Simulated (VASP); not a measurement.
Set up this calculation in VASP 6.6.1, as the native input.

```yaml
Task: single point
Functional: LDA
Potentials_or_basis: VASP PAW LDA potentials, release 64 (Te, Mo_sv)
Cutoff: 520 eV
k_mesh: 12 × 12 × 4
Occupations: gaussian, width 0.01 eV
Spin: no spin polarisation
Dipole_correction: no
Further_INCAR_settings: ALGO = Normal; EDIFF = 1e-06; NBANDS = 20
```

The structure of Te2Mo lies in POSCAR:

```
Te2Mo
1.0
    3.5370821734      0.0000000000      0.0000000000
   -1.7685410867      3.0632030175      0.0000000000
    0.0000000000      0.0000000000      7.8268794133
Te Mo
2 1
Direct
    0.3333333333      0.6666666667      0.7705211644
    0.3333333333      0.6666666667      0.2294788356
    0.0000000000      0.0000000000      0.0000000000
```

The input as run:

INCAR

```
SYSTEM = Te2Mo
ALGO     = Normal         ! electronic algorithm
EDIFF    = 1E-6           ! SCF threshold, eV
ENCUT    = 520            ! plane-wave cutoff, eV
GGA      = CA             ! functional
ISIF     = 2              ! what is computed and relaxed
ISMEAR   = 0              ! smearing method
LASPH    = .True.         ! aspherical terms in the spheres
LCHARG   = .False.        ! write CHGCAR
LREAL    = .False.        ! projectors in reciprocal space
LWAVE    = .False.        ! write WAVECAR
NBANDS   = 20             ! bands
NELM     = 60             ! most SCF steps
PREC     = Accurate       ! precision mode
SIGMA    = 0.01           ! smearing width, eV
```

KPOINTS

```
k-points
0
Gamma
  12 12 4
  0 0 0
```

Potentials or basis: VASP PAW LDA potentials, release 64 (Te, Mo_sv).

The run is started by

```bash
$ cat potpaw_LDA.64/Te/POTCAR potpaw_LDA.64/Mo_sv/POTCAR > POTCAR
$ mpirun -np 1 vasp_std > vasp.out
```

Results of the run:

```yaml
Pressure: -3.1 GPa
Largest_force: 0.309 eV/Å
Band_gap_on_the_k_mesh: 1.05 eV (least direct gap 1.07 eV)
```

Caveat: the cell stands under tension; spin-orbit coupling is left out, which moves the levels of the heavy elements.

Run time: 60 s on 1 thread of Intel(R) Xeon(R) 6975P-C (Granite Rapids), on a shared host, peak memory 0.22 GiB.
